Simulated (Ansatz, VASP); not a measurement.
# Ag: VASP beside Ansatz

```
CELL_PARAMETERS angstrom
0.00000 2.03426 2.03426
2.03426 0.00000 2.03426
2.03426 2.03426 0.00000
ATOMIC_POSITIONS crystal
Ag 0.00000 0.00000 0.00000
```

Alike in both runs: task single point; functional PBEsol; k mesh 8 × 8 × 8; no spin polarisation.

```csv
,VASP,Ansatz
version,VASP 6.6.1,Ansatz 0.2.0
potentials or method,"VASP PAW PBE potentials, release 64 (Ag), cutoff 520 eV",PAW plane waves
occupations,"fermi-dirac, width 0.1 eV",fermi-dirac
valence electrons in the cell,11,19
```

```csv
,VASP,Ansatz,Ansatz less VASP
gap on the k mesh at the Fermi level (eV),none,none,-
pressure (GPa),-0.8,-0.6,+0.21
```

VASP's potentials were made for PBE, not for PBEsol. A gap of «none» marks a metal or a gap that the smearing closes. VASP's potentials hold 11 valence electrons a cell and Ansatz's 19, so a difference there can come from the potentials and not from the codes.
